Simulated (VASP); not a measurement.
Input of a VASP 6.6.1 run:

The input POSCAR:

```
Mg
1.0
    3.1877604248      0.0000000000      0.0000000000
   -1.5938802124      2.7606815091      0.0000000000
    0.0000000000      0.0000000000      5.1753304900
Mg
2
Direct
    0.6666666667      0.3333333333      0.7500000000
    0.3333333333      0.6666666667      0.2500000000
```

File INCAR.step1:

```
PREC = Accurate ; ENCUT = 520
EDIFF = 1E-5 ; ISMEAR = -1
SIGMA = 0.05 ; LREAL = F
LASPH = T ; NELM = 80
ALGO = Normal ; ISIF = 2
LWAVE = T ; LCHARG = F
NBANDS = 9 ; GGA = PE
```

Contents of INCAR.step2:

```
PREC = Accurate ; ENCUT = 520
EDIFF = 1E-6 ; ISMEAR = -1
SIGMA = 0.05 ; LREAL = F
LASPH = T ; NELM = 80
ALGO = Normal ; ISIF = 2
LWAVE = F ; LCHARG = F
METAGGA = R2SCAN ; LHFCALC = T
AEXX = 0.25 ; LMIXTAU = T
PRECFOCK = Normal ; NBANDS = 9
ISTART = 1
```

The input KPOINTS:

```
Automatic mesh
0
Gamma
  5 5 3
```

Potentials or basis: VASP PAW PBE potentials, release 64 (Mg).

Run with:

```bash
$ cat potpaw_PBE.64/Mg/POTCAR > POTCAR
$ cp INCAR.step1 INCAR
$ mpirun -np 1 vasp_std > vasp.out
$ cp INCAR.step2 INCAR
$ mpirun -np 1 vasp_std > vasp.out
```

(1) What does it give for the pressure?

(2) Predict the band gap on the k mesh.

Answers

(1) -0.5 GPa.

(2) zero (band 2 reaches 3.49 eV, above the bottom of band 3 at 0.90 eV).

Caveat: the k points lie up to 0.46 Å⁻¹ apart; the PAW data sets were made with another functional, which shifts forces and pressure a little.
